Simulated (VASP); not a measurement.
# La (Fm-3m) in VASP: notebook

La is run at these levels: r2SCAN; tasks: single point.

All numbers are computed with VASP 6.6.1; they aren't measurements. Logs are shortened: lines on timing, memory, paths and dates and some standing lists are left out, and cuts for length are marked.

## 1. The cell of the first run

Symmetry: Fm-3m, No. 225, cubic system. Conventional cell: a = 5.143 Å, b = 5.143 Å, c = 5.143 Å, α = 90.00°, β = 90.00°, γ = 90.00°. Within 4.8 Å of La (site symmetry m-3m) lie 12 La at 3.64 Å.

## 2. Single point, r2SCAN

The input, POSCAR:

```
La
1.0
    0.0000000000      2.5712543685      2.5712543685
    2.5712543685      0.0000000000      2.5712543685
    2.5712543685      2.5712543685      0.0000000000
La
1
Direct
    0.0000000000      0.0000000000      0.0000000000
```

The input, INCAR.step1:

```
SYSTEM = La
ALGO     = Normal         ! electronic algorithm
EDIFF    = 1E-4           ! SCF threshold, eV
ENCUT    = 520            ! plane-wave cutoff, eV
GGA      = PE             ! functional
ISMEAR   = -1             ! smearing method
LASPH    = .TRUE.         ! aspherical terms in the spheres
LCHARG   = .FALSE.        ! write CHGCAR
LREAL    = .FALSE.        ! projectors in reciprocal space
LWAVE    = .TRUE.         ! write WAVECAR
NBANDS   = 12             ! bands
NELM     = 80             ! most SCF steps
PREC     = Accurate       ! precision mode
SIGMA    = 0.1            ! smearing width, eV
```

The input, INCAR.step2:

```
SYSTEM = La
ALGO     = Normal         ! electronic algorithm
EDIFF    = 1E-6           ! SCF threshold, eV
ENCUT    = 520            ! plane-wave cutoff, eV
ISIF     = 2              ! what is computed and relaxed
ISMEAR   = -1             ! smearing method
ISTART   = 1            
LASPH    = .TRUE.         ! aspherical terms in the spheres
LCHARG   = .FALSE.        ! write CHGCAR
LMIXTAU  = .TRUE.       
LREAL    = .FALSE.        ! projectors in reciprocal space
LWAVE    = .FALSE.        ! write WAVECAR
METAGGA  = R2SCAN         ! meta-GGA
NBANDS   = 12             ! bands
NELM     = 80             ! most SCF steps
PREC     = Accurate       ! precision mode
SIGMA    = 0.1            ! smearing width, eV
```

The input, KPOINTS:

```
k-points
0
G
  11 11 11
  0 0 0
```

Potentials or basis: VASP PAW PBE potentials, release 64 (La).

Launch:

```sh
> cat potpaw_PBE.64/La/POTCAR > POTCAR
> cp INCAR.step1 INCAR
> mpirun -np 1 vasp_std > vasp.out
> cp INCAR.step2 INCAR
> mpirun -np 1 vasp_std > vasp.out
```

OUTCAR:

```text
SYSTEM = La
   EDIFF = 1E-6
   ENCUT = 520
   ISIF = 2
   ISMEAR = -1
   ISTART = 1
   LASPH = .TRUE.
   LREAL = .FALSE.
   METAGGA = R2SCAN
   NELM = 80
   PREC = Accurate

 ion  position               nearest neighbor table
   1  0.000  0.000  0.000-

  LATTYP: Found a face centered cubic cell.
 ALAT       =     5.1425087370

  Lattice vectors:

 A1 = (   0.0000000000,   2.5712543685,   2.5712543685)
 A2 = (   2.5712543685,   0.0000000000,   2.5712543685)
 A3 = (   2.5712543685,   2.5712543685,   0.0000000000)

Analysis of symmetry for initial positions (statically):
=====================================================================
 Subroutine PRICEL returns:
 Original cell was already a primitive cell.

 Routine SETGRP: Setting up the symmetry group for a
 face centered cubic supercell.

 Subroutine GETGRP returns: Found 48 space group operations
[... 9 lines left out ...]

 Routine SETGRP: Setting up the symmetry group for a
 face centered cubic supercell.

 Subroutine GETGRP returns: Found 48 space group operations
[... 11 lines left out ...]
                                     Primitive cell

  volume of cell :      33.9989

  direct lattice vectors                    reciprocal lattice vectors
     0.000000000  2.571254368  2.571254368    -0.194457618  0.194457618  0.194457618
     2.571254368  0.000000000  2.571254368     0.194457618 -0.194457618  0.194457618
     2.571254368  2.571254368  0.000000000     0.194457618  0.194457618 -0.194457618

  length of vectors
     3.636302800  3.636302800  3.636302800     0.336810474  0.336810474  0.336810474

  position of ions in fractional coordinates (direct lattice)
     0.000000000  0.000000000  0.000000000

  ion indices of the primitive-cell ions
   primitive index   ion index
                 1           1

----------------------------------------------------------------------------------------

 KPOINTS: k-points

Automatic generation of k-mesh.
 Grid dimensions read from file:
 generate k-points for:   11   11   11

 Generating k-lattice:

  Cartesian coordinates                     Fractional coordinates (reciprocal lattice)
    -0.017677965  0.017677965  0.017677965     0.090909091  0.000000000  0.000000000
     0.017677965 -0.017677965  0.017677965     0.000000000  0.090909091  0.000000000
     0.017677965  0.017677965 -0.017677965     0.000000000  0.000000000  0.090909091

  Length of vectors
     0.030619134  0.030619134  0.030619134

  Shift w.r.t. Gamma in fractional coordinates (k-lattice)
     0.000000000  0.000000000  0.000000000

 Subroutine IBZKPT returns following result:
 ===========================================

 Found     56 irreducible k-points:

 Following reciprocal coordinates:
            Coordinates               Weight
  0.000000  0.000000  0.000000      1.000000
  0.090909  0.000000  0.000000      8.000000
  0.181818  0.000000  0.000000      8.000000
  0.272727  0.000000  0.000000      8.000000
  0.363636  0.000000  0.000000      8.000000
  0.454545  0.000000  0.000000      8.000000
[... 16 lines left out ...]
 -0.272727  0.181818  0.000000     24.000000
 -0.181818  0.181818  0.000000     12.000000
 [... further k-points ...]
   k-points           NKPTS =     56   k-points in BZ     NKDIM =     56   number of bands    NBANDS=     12
   number of dos      NEDOS =    301   number of ions     NIONS =      1
   total plane-waves  NPLWV =  21952
   dimension x,y,z NGX =    28 NGY =   28 NGZ =   28
   dimension x,y,z NGXF=    56 NGYF=   56 NGZF=   56
   ions per type =               1
   NGX,Y,Z   is equivalent  to a cutoff of  12.80, 12.80, 12.80 a.u.
   NGXF,Y,Z  is equivalent  to a cutoff of  25.60, 25.60, 25.60 a.u.
 SYSTEM =  La
   PREC   = accura    normal or accurate (medium, high low for compatibility)
   ISTART =      1    job   : 0-new  1-cont  2-samecut
   ICHARG =      0    charge: 1-file 2-atom 10-const
   ISPIN  =      1    spin polarized calculation?
   LNONCOLLINEAR =      F non collinear calculations
   LSORBIT =      F    spin-orbit coupling
   LASPH  =      T    aspherical Exc in radial PAW
   ENCUT  =  520.0 eV  38.22 Ry    6.18 a.u.   6.76  6.76  6.76*2*pi/ulx,y,z
   NELM   =     80;   NELMIN=  2; NELMDL=  0     # of ELM steps
   EDIFF  = 0.1E-05   stopping-criterion for ELM
   LREAL  =      F    real-space projection
   EDIFFG = 0.1E-04   stopping-criterion for IOM
   NSW    =      0    number of steps for IOM
   IBRION =     -1    ionic relax: 0-MD 1-quasi-New 2-CG
   NFREE  =      0    steps in history (QN), initial steepest desc. (CG)
   ISIF   =      2    stress and relaxation
   ISYM   =      2    0-nonsym 1-usesym 2-fastsym
   POTIM  = 0.5000    time-step for ionic-motion
   TEBEG  =    0.0;   TEEND  =   0.0 temperature during run
   PSTRESS=    0.0 pullay stress
   NELECT =      11.0000    total number of electrons
   NUPDOWN=      -1.0000    fix difference up-down
   EMIN   =  10.00;   EMAX   =-10.00  energy-range for DOS
   EFERMI =   0.00;   METHOD = LEGACY
   ISMEAR =    -1;   SIGMA  =   0.10  broadening in eV -4-tet -1-fermi 0-gaus
   EFERMI_NEDOS =   21; number of points for ismear=-14 and -15
   IALGO  =     38    algorithm
   IMIX   =      4    mixing-type and parameters
     AMIX     =   0.40;   BMIX     =  1.00
     AMIX_MAG =   1.60;   BMIX_MAG =  1.00
  volume/ion in A,a.u.               =      34.00       229.44
  Fermi-wavevector in a.u.,A,eV,Ry     =   1.123873  2.123813 17.185399  1.263091
  Thomas-Fermi vector in A             =   2.260542
   LORBIT       =      0    0 simple, 1 ext, 2 COOP (PROOUT), +10 PAW based schemes
   METAGGA = R2SCAN    functional components
   LHFCALC =     F    Hartree Fock is set to
   AEXX    =    0.0000 exact exchange contribution
   IVDW    =     0    specifies the selected vdW correction
   LEPSILON=     F    determine dielectric tensor
   LRPA    =     F    only Hartree local field effects (RPA)
 non-spin polarized calculation
  energy-cutoff  :      520.00
  volume of cell :       34.00
 maximum number of plane-waves:       941
   NGX = 13   NGY = 13   NGZ = 13

 number of electron      11.0000001 magnetization

 Free energy of the ion-electron system (eV)
  ---------------------------------------------------
  ext. energy  EPLUGINS =         0.00000000
  ---------------------------------------------------
  free energy    TOTEN  =       -29.73648658 eV

  energy without entropy =      -29.68322504  energy(sigma->0) =      -29.70985581

 E-fermi :   8.8341     XC(G=0): -10.6176

 val. band max:        8.8302316109   @ k =  -0.1818   0.2727   0.0909
 cond. band min:       8.8924823436   @ k =   0.2727   0.1818   0.0909
 fundamental gap:      0.0622507327
 Fermi energy:         8.8340602488

 k-point     1 :       0.0000    0.0000    0.0000
  band No.  band energies     occupation
      1     -25.1072      2.00000
      2      -7.4044      2.00000
      3      -7.4044      2.00000
      4      -7.4044      2.00000
      5       5.6560      2.00000
      6      10.4176      0.00000
      7      10.5761      0.00000
      8      10.5761      0.00000
      9      10.5761      0.00000
     10      11.1305      0.00000
     11      11.1305      0.00000
     12      11.1305      0.00000

 k-point     2 :       0.0909    0.0000    0.0000
  band No.  band energies     occupation
      1     -25.0843      2.00000
      2      -7.5745      2.00000
      3      -7.4232      2.00000
      4      -7.4232      2.00000
      5       5.9449      2.00000
      6       9.8575      0.00007
      7      10.6262      0.00000
      8      10.6262      0.00000
      9      10.9785      0.00000
     10      11.1252      0.00000
     11      11.1252      0.00000
     12      11.1815      0.00000

 k-point     3 :       0.1818    0.0000    0.0000
  band No.  band energies     occupation
      1     -25.0221      2.00000
      2      -8.0067      2.00000
      3      -7.4732      2.00000
      4      -7.4732      2.00000
      5       6.6291      2.00000
      6       9.4201      0.00568
      7      10.6830      0.00000
      8      10.6830      0.00000
      9      10.9160      0.00000
     10      11.1247      0.00000
     11      11.1247      0.00000
     12      11.5318      0.00000

 k-point     4 :       0.2727    0.0000    0.0000
  band No.  band energies     occupation
      1     -24.9388      2.00000
      2      -8.5300      2.00000
      3      -7.5374      2.00000
      4      -7.5374      2.00000
      5       7.1185      2.00000
      6       9.6590      0.00052
      7      10.6049      0.00000
      8      10.6049      0.00000
      9      10.7553      0.00000
     10      11.1541      0.00000
     11      11.1541      0.00000
     12      11.8158      0.00000

 k-point     5 :       0.3636    0.0000    0.0000
  band No.  band energies     occupation
      1     -24.8603      2.00000
      2      -8.9774      2.00000
      3      -7.5952      2.00000
      4      -7.5952      2.00000
      5       7.1124      2.00000
      6      10.4417      0.00000
      7      10.4417      0.00000
      8      10.4588      0.00000
      9      10.6900      0.00000
     10      11.1867      0.00000
     11      11.1867      0.00000
     12      11.7956      0.00000
[... 228 lines left out ...]
      1     -24.7697      2.00000
      2      -9.0882      2.00000
      3      -8.0297      2.00000
      4      -7.7430      2.00000
      5       7.7568      1.99996
      6       8.9125      0.62660
      7      10.5924      0.00000
      8      10.7852      0.00000
      9      11.1784      0.00000
     10      11.2183      0.00000
     11      11.4600      0.00000
     12      11.7278      0.00000

 k-point    22 :      -0.3636    0.1818    0.0000
  band No.  band energies     occupation
      1     -24.7855      2.00000
      2      -9.0072      2.00000
      3      -8.0714      2.00000
      4      -7.6780      2.00000
      5       7.9510      1.99971
      6       8.9992      0.32179
      7      10.4489      0.00000
      8      10.7278      0.00000
      9      11.1451      0.00000
     10      11.1600      0.00000
     11      11.4689      0.00000
     12      11.7160      0.00000

 k-point    23 :      -0.2727    0.1818    0.0000
  band No.  band energies     occupation
      1     -24.8385      2.00000
      2      -8.7718      2.00000
      3      -8.0172      2.00000
      4      -7.5933      2.00000
      5       8.1481      1.99790
      6       9.3189      0.01557
      7       9.5195      0.00211
      8      10.7546      0.00000
      9      11.0299      0.00000
     10      11.2968      0.00000
     11      11.4375      0.00000
     12      11.7321      0.00000

 k-point    24 :      -0.1818    0.1818    0.0000
  band No.  band energies     occupation
      1     -24.9108      2.00000
      2      -8.4761      2.00000
      3      -7.8519      2.00000
      4      -7.5154      2.00000
      5       7.8619      1.99988
      6       8.9708      0.40611
      7       9.8535      0.00007
      8      10.8493      0.00000
      9      10.8749      0.00000
     10      11.3335      0.00000
     11      11.3510      0.00000
     12      11.6826      0.00000

 [... further k-points ...]
[... 5 lines left out ...]
  --------------------------------------------------------------------------------------
  -------------------------------------------------------------------------------------
  Total        0.5143724      0.5143724      0.5143724     -0.0000000     -0.0000000      0.0000000
  in kB       24.2394685     24.2394685     24.2394685     -0.0000000     -0.0000000      0.0000000
  external PRESSURE =      24.2394685 kB  Pullay stress =       0.0000000 kB

 VOLUME and BASIS-vectors are now :
 -----------------------------------------------------------------------------
  energy-cutoff  :      520.00
  volume of cell :       34.00
      direct lattice vectors                 reciprocal lattice vectors
     0.000000000  2.571254368  2.571254368    -0.194457618  0.194457618  0.194457618
     2.571254368  0.000000000  2.571254368     0.194457618 -0.194457618  0.194457618
     2.571254368  2.571254368  0.000000000     0.194457618  0.194457618 -0.194457618

 POSITION                                       TOTAL-FORCE (eV/Angst)
 -----------------------------------------------------------------------------------
      0.00000      0.00000      0.00000         0.000000      0.000000      0.000000
 -----------------------------------------------------------------------------------
    total drift:                                0.000000      0.000000      0.000000

  FREE ENERGIE OF THE ION-ELECTRON SYSTEM (eV)
  ---------------------------------------------------
  free  energy   TOTEN  =       -29.7364865834 eV

  energy  without entropy=      -29.6832250419  energy(sigma->0) =      -29.70985581
```

Run time: 82 s. Hardware: 1 thread of Intel Xeon Platinum 8488C (Sapphire Rapids), shared host; peak memory 0.18 GiB.

Results:

| Quantity | Value |
| --- | --- |
| Free energy | -29.7365 eV |
| Pressure | 2.4 GPa |

Caveat: the PAW data sets were made with another functional, which shifts forces and pressure a little; spin-orbit coupling is left out, which moves the levels of the heavy elements.

## 3. Single point, r2SCAN

POSCAR is that of step 2.

The input, INCAR.step1:

```
  PREC = Accurate
  ENCUT = 520
  ISMEAR = -1
  SIGMA = 0.1
  LREAL = F
  LASPH = T
  NELM = 100
  NBANDS = 12
  GGA = PE
  ALGO = Normal
  EDIFF = 1E-4
  LWAVE = T
  LCHARG = F
```

The input, INCAR.step2:

```
  PREC = Accurate
  ENCUT = 520
  EDIFF = 1E-6
  ISMEAR = -1
  SIGMA = 0.1
  LREAL = F
  LASPH = T
  NELM = 100
  ALGO = Normal
  ISIF = 2
  LWAVE = F
  LCHARG = F
  METAGGA = R2SCAN
  LMIXTAU = T
  NBANDS = 12
  ISTART = 1
```

The input, KPOINTS:

```
regular mesh
0
Gamma
  11 11 11
```

Potentials or basis: VASP PAW PBE potentials, release 64 (La).

Launch:

```sh
> cat potpaw_PBE.64/La/POTCAR > POTCAR
> cp INCAR.step1 INCAR
> mpirun -np 1 vasp_std > vasp.out
> cp INCAR.step2 INCAR
> mpirun -np 1 vasp_std > vasp.out
```

Wall time 91 s (1 thread of Intel Xeon Platinum 8488C (Sapphire Rapids), shared host); peak memory 0.19 GiB.

The run converged. Its results:

| Property | Result |
| --- | --- |
| Free energy | -29.7365 eV |
| Pressure | 2.4 GPa |

Levels at points of the mesh, in eV from the Fermi level:
```tsv
k point	band 3	band 4	band 5	band 6	band 7	band 8
(0.00, 0.00, 0.00)	-16.24	-16.24	-3.18	1.58	1.74	1.74
```

Caveat: the PAW data sets were made with another functional, which shifts forces and pressure a little; spin-orbit coupling is left out, which moves the levels of the heavy elements.

## 4. Single point, r2SCAN

This run uses another cell than the first one, of 35.11 Å³/atom, 1.033 times its volume.

The input, POSCAR:

```
La
1.0
    0.0000000000      2.5989043849      2.5989043849
    2.5989043849      0.0000000000      2.5989043849
    2.5989043849      2.5989043849      0.0000000000
La
1
Direct
    0.0000000000      0.0000000000      0.0000000000
```

The input, INCAR.step1:

```
PREC = Accurate ; ENCUT = 520
ISMEAR = -1 ; SIGMA = 0.1
LREAL = F ; LASPH = T
NELM = 100 ; NBANDS = 12
GGA = PE ; ALGO = Normal
EDIFF = 1E-4 ; LWAVE = T
LCHARG = F
```

The input, INCAR.step2:

```
PREC = Accurate ; ENCUT = 520
EDIFF = 1E-7 ; ISMEAR = -1
SIGMA = 0.1 ; LREAL = F
LASPH = T ; NELM = 100
ALGO = Normal ; ISIF = 2
LWAVE = F ; LCHARG = T
METAGGA = R2SCAN ; LMIXTAU = T
LELF = T ; LVHAR = T
NBANDS = 12 ; ISTART = 1
```

The input, KPOINTS:

```
Automatic mesh
0
Gamma
  11 11 11
```

Launch:

```sh
> cat potpaw_PBE.64/La/POTCAR > POTCAR
> cp INCAR.step1 INCAR
> mpirun -np 1 vasp_std > vasp.out
> cp INCAR.step2 INCAR
> mpirun -np 1 vasp_std > vasp.out
```

Run time: 2 min. Hardware: 1 thread of Intel Xeon Platinum 8488C (Sapphire Rapids), shared host; peak memory 0.19 GiB.

It converged, with:

```yaml
Free_energy: -29.7501 eV
Pressure: 1.5 GPa
```

Levels at points of the mesh, in eV from the Fermi level:
```tsv
k point	band 1	band 2	band 3	band 4	band 5	band 6	band 7	band 8	band 9	band 10
(0.00, 0.00, 0.00)	-33.97	-16.35	-16.35	-16.35	-3.23	1.57	1.72	1.72	1.72	2.24
```

Caveat: the PAW data sets were made with another functional, which shifts forces and pressure a little; spin-orbit coupling is left out, which moves the levels of the heavy elements.

## 5. Single point, r2SCAN

This run uses another cell than the first one, of 36.22 Å³/atom, 1.065 times its volume.

The input, POSCAR:

```
La
1.0
    0.0000000000      2.6259782540      2.6259782540
    2.6259782540      0.0000000000      2.6259782540
    2.6259782540      2.6259782540      0.0000000000
La
1
Direct
    0.0000000000      0.0000000000      0.0000000000
```

The input, INCAR.step1:

```
PREC = Accurate ; ENCUT = 520
ISMEAR = -1 ; SIGMA = 0.1
LREAL = False ; LASPH = True
NELM = 100 ; NBANDS = 12
GGA = PE ; ALGO = Normal
EDIFF = 1E-4 ; LWAVE = True
LCHARG = False
```

The input, INCAR.step2:

```
PREC = Accurate ; ENCUT = 520
EDIFF = 1E-7 ; ISMEAR = -1
SIGMA = 0.1 ; LREAL = False
LASPH = True ; NELM = 100
ALGO = Normal ; ISIF = 2
LWAVE = False ; LCHARG = False
METAGGA = R2SCAN ; LMIXTAU = True
NBANDS = 12 ; ISTART = 1
```

The input, KPOINTS:

```
regular mesh
0
Gamma
  11 11 11
```

Launch:

```sh
> cat potpaw_PBE.64/La/POTCAR > POTCAR
> cp INCAR.step1 INCAR
> mpirun -np 1 vasp_std > vasp.out
> cp INCAR.step2 INCAR
> mpirun -np 1 vasp_std > vasp.out
```

It took 1.8 min on 1 thread of Intel Xeon Platinum 8488C (Sapphire Rapids), shared host; peak memory 0.19 GiB.

Results (log left out):

| Quantity | Value |
| --- | --- |
| Free energy | -29.7577 eV |
| Pressure | 0.7 GPa |

Levels at points of the mesh, in eV from the Fermi level:
```tsv
k point	band 1	band 2	band 3	band 4	band 5	band 6	band 7	band 8	band 9	band 10
(0.00, 0.00, 0.00)	-34.01	-16.46	-16.46	-16.46	-3.27	1.56	1.70	1.70	1.70	2.18
```

Caveat: the PAW data sets were made with another functional, which shifts forces and pressure a little; spin-orbit coupling is left out, which moves the levels of the heavy elements.

## 6. The runs side by side

```csv
cell,gap on the mesh (eV),pressure (GPa)
"a = 3.636 Å, angles 60.0°, 1 atom",none,2.4
"a = 3.675 Å, angles 60.0°, 1 atom",none,1.5
"a = 3.714 Å, angles 60.0°, 1 atom",none,0.7
```

Alike in all rows: task single point; level r2SCAN; potentials or basis VASP PAW PBE potentials, release 64 (La); no spin polarisation; k mesh 11 × 11 × 11; cutoff (eV) 520; smearing fermi-dirac 0.1 eV.

Caveats: the PAW data sets were made with another functional, which shifts forces and pressure a little; spin-orbit coupling is left out, which moves the levels of the heavy elements.

Absolute energies hang on the potentials; compare differences alone.
